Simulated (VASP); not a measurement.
# BaSn5 (P6/mmm) in VASP: single point with LDA

Aim: the single point of BaSn5 with LDA.

Program: VASP 6.6.1. These are calculated values, not measurements. Logs are shortened: lines on timing, memory, paths and dates and some standing lists are left out, and cuts for length are marked.

## 1. The cell of the first run

Symmetry: P6/mmm, No. 191, hexagonal system. Conventional cell: a = 5.284 Å, b = 5.284 Å, c = 6.973 Å, α = 90.00°, β = 90.00°, γ = 120.00°. Within 4.6 Å of Ba (site symmetry 6/mmm) lie 14 Sn at 3.49 to 3.65 Å. Sn (site symmetry 3m) has 11 Sn at 2.95 to 4.24 Å and 3 Ba at 3.65 Å within 4.3 Å. Within 4.5 Å of Sn (site symmetry 6/mmm) lie 12 Sn at 3.39 Å and 2 Ba at 3.49 Å.

## 2. Single point, LDA

INCAR reads:

```
SYSTEM = BaSn5
PREC = Accurate
ENCUT = 520
EDIFF = 1E-6
ISMEAR = 0
SIGMA = 0.1
LREAL = .False.
LASPH = .True.
NELM = 80
ALGO = Fast
ISIF = 2
LWAVE = .False.
LCHARG = .True.
LELF = .True.
LVHAR = .True.
NBANDS = 49
```

KPOINTS reads:

```
regular mesh
0
Gamma
  12 12 6
  0 0 0
```

POSCAR reads:

```
BaSn5
1.0
    5.2839791591      0.0000000000      0.0000000000
   -2.6419895795      4.5760601849      0.0000000000
    0.0000000000      0.0000000000      6.9730283627
Ba Sn
1 5
Direct
    0.0000000000      0.0000000000      0.5000000000
    0.6666666667      0.3333333333      0.7886594521
    0.0000000000      0.0000000000      0.0000000000
    0.6666666667      0.3333333333      0.2113405479
    0.3333333333      0.6666666667      0.2113405479
    0.3333333333      0.6666666667      0.7886594521
```

Potentials or basis: VASP PAW LDA potentials, release 64 (Ba_sv, Sn_d).

Launch:

```console
cat potpaw_LDA.64/Ba_sv/POTCAR potpaw_LDA.64/Sn_d/POTCAR > POTCAR
mpirun -np 1 vasp_std > vasp.out
```

OUTCAR:

```text
SYSTEM = BaSn5
   PREC = Accurate
   ENCUT = 520
   EDIFF = 1E-6
   ISMEAR = 0
   LREAL = .False.
   LASPH = .True.
   NELM = 80
   ISIF = 2

 ion  position               nearest neighbor table
   1  0.000  0.000  0.500-   3 3.49   3 3.49   4 3.65   5 3.65   6 3.65   2 3.65   2 3.65   4 3.65
                             5 3.65   6 3.65   2 3.65   4 3.65   5 3.65   6 3.65
   2  0.667  0.333  0.789-   4 2.95   6 3.05   6 3.05   6 3.05   3 3.39   3 3.39   3 3.39   1 3.65
                             1 3.65   1 3.65
   3  0.000  0.000  0.000-   2 3.39   4 3.39   5 3.39   6 3.39   2 3.39   4 3.39   5 3.39   6 3.39
                             2 3.39   4 3.39   5 3.39   6 3.39   1 3.49   1 3.49
   4  0.667  0.333  0.211-   2 2.95   5 3.05   5 3.05   5 3.05   3 3.39   3 3.39   3 3.39   1 3.65
                             1 3.65   1 3.65
   5  0.333  0.667  0.211-   6 2.95   4 3.05   4 3.05   4 3.05   3 3.39   3 3.39   3 3.39   1 3.65
                             1 3.65   1 3.65
   6  0.333  0.667  0.789-   5 2.95   2 3.05   2 3.05   2 3.05   3 3.39   3 3.39   3 3.39   1 3.65
                             1 3.65   1 3.65

  LATTYP: Found a hexagonal cell.
 ALAT       =     5.2839791591
 C/A-ratio  =     1.3196547815

  Lattice vectors:

 A1 = (   5.2839791591,   0.0000000000,   0.0000000000)
 A2 = (  -2.6419895795,   4.5760601849,   0.0000000000)
 A3 = (   0.0000000000,   0.0000000000,   6.9730283627)

Analysis of symmetry for initial positions (statically):
=====================================================================
 Subroutine PRICEL returns:
 Original cell was already a primitive cell.

 Routine SETGRP: Setting up the symmetry group for a
 hexagonal supercell.

 Subroutine GETGRP returns: Found 24 space group operations
 (whereof 24 operations were pure point group operations)
 out of a pool of 24 trial point group operations.

The static configuration has the point symmetry D_6h.

Analysis of symmetry for dynamics (positions and initial velocities):
=====================================================================
 Subroutine PRICEL returns:
 Original cell was already a primitive cell.

 Routine SETGRP: Setting up the symmetry group for a
 hexagonal supercell.

 Subroutine GETGRP returns: Found 24 space group operations
 (whereof 24 operations were pure point group operations)
 out of a pool of 24 trial point group operations.

The dynamic configuration has the point symmetry D_6h.

 Subroutine INISYM returns: Found 24 space group operations
 (whereof 24 operations are pure point group operations),
 and found     1 'primitive' translations

----------------------------------------------------------------------------------------

                                     Primitive cell

  volume of cell :     168.6065

  direct lattice vectors                    reciprocal lattice vectors
     5.283979159  0.000000000  0.000000000     0.189251314  0.109264297  0.000000000
    -2.641989580  4.576060185  0.000000000     0.000000000  0.218528594  0.000000000
     0.000000000  0.000000000  6.973028363     0.000000000  0.000000000  0.143409714

  length of vectors
     5.283979159  5.283979159  6.973028363     0.218528594  0.218528594  0.143409714

  position of ions in fractional coordinates (direct lattice)
     0.000000000  0.000000000  0.500000000
     0.666666667  0.333333333  0.788659452
     0.000000000  0.000000000  0.000000000
     0.666666667  0.333333333  0.211340548
     0.333333333  0.666666667  0.211340548
     0.333333333  0.666666667  0.788659452

  ion indices of the primitive-cell ions
   primitive index   ion index
                 1           1
                 2           2
                 3           3
                 4           4
                 5           5
                 6           6

----------------------------------------------------------------------------------------

 KPOINTS: regular mesh

Automatic generation of k-mesh.
 Grid dimensions read from file:
 generate k-points for:   12   12    6

 Generating k-lattice:

  Cartesian coordinates                     Fractional coordinates (reciprocal lattice)
     0.015770943  0.009105358  0.000000000     0.083333333 -0.000000000  0.000000000
     0.000000000  0.018210716  0.000000000     0.000000000  0.083333333  0.000000000
     0.000000000  0.000000000  0.023901619     0.000000000  0.000000000  0.166666667

  Length of vectors
     0.018210716  0.018210716  0.023901619

  Shift w.r.t. Gamma in fractional coordinates (k-lattice)
     0.000000000  0.000000000  0.000000000

 Subroutine IBZKPT returns following result:
 ===========================================

 Found     76 irreducible k-points:

 Following reciprocal coordinates:
            Coordinates               Weight
  0.000000  0.000000  0.000000      1.000000
  0.083333  0.000000  0.000000      6.000000
  0.166667  0.000000  0.000000      6.000000
  0.250000  0.000000  0.000000      6.000000
  0.333333  0.000000  0.000000      6.000000
  0.416667  0.000000  0.000000      6.000000
[... 16 lines left out ...]
  0.250000  0.000000  0.166667     12.000000
  0.333333  0.000000  0.166667     12.000000
 [... further k-points ...]
   k-points           NKPTS =     76   k-points in BZ     NKDIM =     76   number of bands    NBANDS=     49
   number of dos      NEDOS =    301   number of ions     NIONS =      6
   total plane-waves  NPLWV =  86400
   dimension x,y,z NGX =    40 NGY =   40 NGZ =   54
   dimension x,y,z NGXF=    80 NGYF=   80 NGZF=  108
   ions per type =               1   5
   NGX,Y,Z   is equivalent  to a cutoff of  12.58, 12.58, 12.87 a.u.
   NGXF,Y,Z  is equivalent  to a cutoff of  25.17, 25.17, 25.75 a.u.
 SYSTEM =  BaSn5
   PREC   = accura    normal or accurate (medium, high low for compatibility)
   ISTART =      0    job   : 0-new  1-cont  2-samecut
   ICHARG =      2    charge: 1-file 2-atom 10-const
   ISPIN  =      1    spin polarized calculation?
   LNONCOLLINEAR =      F non collinear calculations
   LSORBIT =      F    spin-orbit coupling
   LASPH  =      T    aspherical Exc in radial PAW
   ENCUT  =  520.0 eV  38.22 Ry    6.18 a.u.   9.82  9.82 12.97*2*pi/ulx,y,z
   NELM   =     80;   NELMIN=  2; NELMDL= -5     # of ELM steps
   EDIFF  = 0.1E-05   stopping-criterion for ELM
   LREAL  =      F    real-space projection
   EDIFFG = 0.1E-04   stopping-criterion for IOM
   NSW    =      0    number of steps for IOM
   IBRION =     -1    ionic relax: 0-MD 1-quasi-New 2-CG
   NFREE  =      0    steps in history (QN), initial steepest desc. (CG)
   ISIF   =      2    stress and relaxation
   ISYM   =      2    0-nonsym 1-usesym 2-fastsym
   POTIM  = 0.5000    time-step for ionic-motion
   TEBEG  =    0.0;   TEEND  =   0.0 temperature during run
   PSTRESS=    0.0 pullay stress
   NELECT =      80.0000    total number of electrons
   NUPDOWN=      -1.0000    fix difference up-down
   EMIN   =  10.00;   EMAX   =-10.00  energy-range for DOS
   EFERMI =   0.00;   METHOD = LEGACY
   ISMEAR =     0;   SIGMA  =   0.10  broadening in eV -4-tet -1-fermi 0-gaus
   EFERMI_NEDOS =   21; number of points for ismear=-14 and -15
   IALGO  =     68    algorithm
   IMIX   =      4    mixing-type and parameters
     AMIX     =   0.40;   BMIX     =  1.00
     AMIX_MAG =   1.60;   BMIX_MAG =  1.00
  volume/ion in A,a.u.               =      28.10       189.64
  Fermi-wavevector in a.u.,A,eV,Ry     =   1.276870  2.412935 22.182904  1.630397
  Thomas-Fermi vector in A             =   2.409502
   LORBIT       =      0    0 simple, 1 ext, 2 COOP (PROOUT), +10 PAW based schemes
   GGA     = CA    functional components
   LHFCALC =     F    Hartree Fock is set to
   AEXX    =    0.0000 exact exchange contribution
   IVDW    =     0    specifies the selected vdW correction
   LEPSILON=     F    determine dielectric tensor
   LRPA    =     F    only Hartree local field effects (RPA)
 non-spin polarized calculation
 RMM-DIIS sequential band-by-band and
 Gauss-broadening in eV      SIGMA  =   0.10
  energy-cutoff  :      520.00
  volume of cell :      168.61
 maximum number of plane-waves:      4562
 NGX is ok and might be reduce to    40
   NGX = 19   NGY = 19   NGZ = 25

 number of electron      79.9999990 magnetization

 Free energy of the ion-electron system (eV)
  ---------------------------------------------------
  ext. energy  EPLUGINS =         0.00000000
  ---------------------------------------------------
  free energy    TOTEN  =       -26.80137484 eV

  energy without entropy =      -26.78585752  energy(sigma->0) =      -26.79361618

 E-fermi :   7.1834     XC(G=0): -10.4378

 val. band max:        7.1826002668   @ k =   0.1667   0.0000   0.1667
 cond. band min:       7.1922481922   @ k =   0.2500   0.1667   0.0000
 fundamental gap:      0.0096479254
 Fermi energy:         7.1834340745

 k-point     1 :       0.0000    0.0000    0.0000
  band No.  band energies     occupation
      1     -20.7768      2.00000
      2     -14.3339      2.00000
      3     -14.2822      2.00000
      4     -14.2822      2.00000
      5     -14.2233      2.00000
      6     -14.2233      2.00000
[... 41 lines left out ...]
     48       9.8332      0.00000
     49      10.9160      0.00000

 k-point     2 :       0.0833    0.0000    0.0000
  band No.  band energies     occupation
      1     -20.7765      2.00000
      2     -14.3331      2.00000
      3     -14.2807      2.00000
      4     -14.2784      2.00000
      5     -14.2326      2.00000
      6     -14.2294      2.00000
[... 41 lines left out ...]
     48       9.8657      0.00000
     49      10.8611      0.00000

 k-point     3 :       0.1667    0.0000    0.0000
  band No.  band energies     occupation
      1     -20.7758      2.00000
      2     -14.3310      2.00000
      3     -14.2765      2.00000
      4     -14.2689      2.00000
      5     -14.2494      2.00000
      6     -14.2477      2.00000
[... 1081 lines left out ...]
     48      10.6658      0.00000
     49      11.1472      0.00000

 k-point    24 :       0.3333    0.0000    0.1667
  band No.  band energies     occupation
      1     -20.7739      2.00000
      2     -14.3237      2.00000
      3     -14.2899      2.00000
      4     -14.2785      2.00000
      5     -14.2736      2.00000
      6     -14.2616      2.00000
[... 41 lines left out ...]
     48      10.8185      0.00000
     49      11.3998      0.00000

 [... further k-points ...]

------------------------ aborting loop because EDIFF is reached ----------------------------------------

  FORCE on cell =-STRESS in cart. coord.  units (eV):
  Direction    XX          YY          ZZ          XY          YZ          ZX
  --------------------------------------------------------------------------------------
  -------------------------------------------------------------------------------------
  Total        0.3017003      0.3017003      0.3502857      0.0000000      0.0000000      0.0000000
  in kB        2.8668972      2.8668972      3.3285784      0.0000000      0.0000000      0.0000000
  external PRESSURE =       3.0207909 kB  Pullay stress =       0.0000000 kB

 VOLUME and BASIS-vectors are now :
 -----------------------------------------------------------------------------
  energy-cutoff  :      520.00
  volume of cell :      168.61
      direct lattice vectors                 reciprocal lattice vectors
     5.283979159  0.000000000  0.000000000     0.189251314  0.109264297  0.000000000
    -2.641989580  4.576060185  0.000000000     0.000000000  0.218528594  0.000000000
     0.000000000  0.000000000  6.973028363     0.000000000  0.000000000  0.143409714

 POSITION                                       TOTAL-FORCE (eV/Angst)
 -----------------------------------------------------------------------------------
      0.00000      0.00000      3.48651         0.000000      0.000000      0.000000
      2.64199      1.52535      5.49934        -0.000000     -0.000000      0.014862
      0.00000      0.00000      0.00000         0.000000      0.000000      0.000000
      2.64199      1.52535      1.47368        -0.000000     -0.000000     -0.014862
     -0.00000      3.05071      1.47368         0.000000      0.000000     -0.014862
     -0.00000      3.05071      5.49934         0.000000      0.000000      0.014862
 -----------------------------------------------------------------------------------
    total drift:                                0.000000     -0.000000      0.000000

  FREE ENERGIE OF THE ION-ELECTRON SYSTEM (eV)
  ---------------------------------------------------
  free  energy   TOTEN  =       -26.8013748370 eV

  energy  without entropy=      -26.7858575158  energy(sigma->0) =      -26.79361618
```

Wall time 16 min (1 thread of Intel Xeon Platinum 8259CL at 2.50GHz (Skylake/Cascade Lake), shared host); peak memory 0.57 GiB.

Results:

| Property | Result |
| --- | --- |
| Free energy | -26.8014 eV |
| Pressure | 0.3 GPa |
| Largest force | 0.015 eV/Å |
| Band gap on the k mesh | zero (bands 40 and 41 overlap by 2.92 eV) |

Forces on the atoms (eV/Å):
```
Ba   0.000  0.000  0.000
Sn   0.000  0.000  0.015
Sn   0.000  0.000  0.000
Sn   0.000  0.000 -0.015
Sn   0.000  0.000 -0.015
Sn   0.000  0.000  0.015
```

Caveat: spin-orbit coupling is left out, which moves the levels of the heavy elements.
